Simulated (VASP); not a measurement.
Ir:

```
Ir
1.0
     2.30592    0.00000    0.00000
     0.00000    2.30592    0.00000
     0.00000    0.00000    2.30592
Ir
1
Cartesian
  0.0000 0.0000 0.0000
```

Base run:

* Program: VASP 6.6.1
* Functional: r2SCAN
* Potentials or basis: VASP PAW PBE potentials, release 64 (Ir)
* Cutoff: 520 eV
* k mesh: 15 × 15 × 15
* Occupations: fermi-dirac, width 0.1 eV
* Spin: no spin polarisation

Its results: pressure 172.9 GPa.

**Question.** The run is repeated on the same cell with these changes: functional from r2SCAN to LDA; potentials or basis from VASP PAW PBE potentials, release 64 (Ir) to VASP PAW LDA potentials, release 64 (Ir). What comes out?

**Answer.** Pressure 156.4 GPa.

Caveats: the PAW data sets were made with another functional, which shifts forces and pressure a little (some runs).
